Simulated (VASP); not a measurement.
The system is BN.

```xyz
2
Lattice="1.2511 0.7223 3.3729 -1.2511 0.7223 3.3729 0.0000 -1.4447 3.3729" Properties=species:S:1:pos:R:3 pbc="T T T"
N     0.0000    0.0000    6.7517
B     0.0000    0.0000    0.0033
```

Base run:

- Program: VASP 6.6.1
- Functional: PBE
- Potentials or basis: VASP PAW PBE potentials, release 64 (N, B)
- Cutoff: 520 eV
- k mesh: 8 × 8 × 8
- Occupations: fermi-dirac, width 0.05 eV
- Spin: no spin polarisation

Its results: band gap on the k mesh 4.29 eV, indirect (least direct gap 4.95 eV); pressure 3.6 GPa.

**Question.** After a change of settings the same cell gave: band gap on the k mesh 6.32 eV, indirect (least direct gap 7.09 eV); pressure -1.2 GPa. Which change was it?
A. k mesh from 8 × 8 × 8 to 5 × 5 × 5; occupations from fermi-dirac, width 0.05 eV to fermi-dirac, width 0.02 eV
B. functional from PBE to PBEsol; cutoff from 520 eV to 600 eV; further incar settings from ALGO = Normal; EDIFF = 1e-07; NBANDS = 11 to ALGO = Normal; EDIFF = 1e-06; NBANDS = 11
C. functional from PBE to PBE0
D. k mesh from 8 × 8 × 8 to 12 × 12 × 12; further incar settings from ALGO = Normal; EDIFF = 1e-07; NBANDS = 11 to ALGO = Normal; EDIFF = 1e-06; NBANDS = 11

**Answer.** C.

PBE0 gives the wider gap, since exact exchange removes part of the self-interaction.

Caveats: the PAW data sets were made with another functional, which shifts forces and pressure a little (some runs).
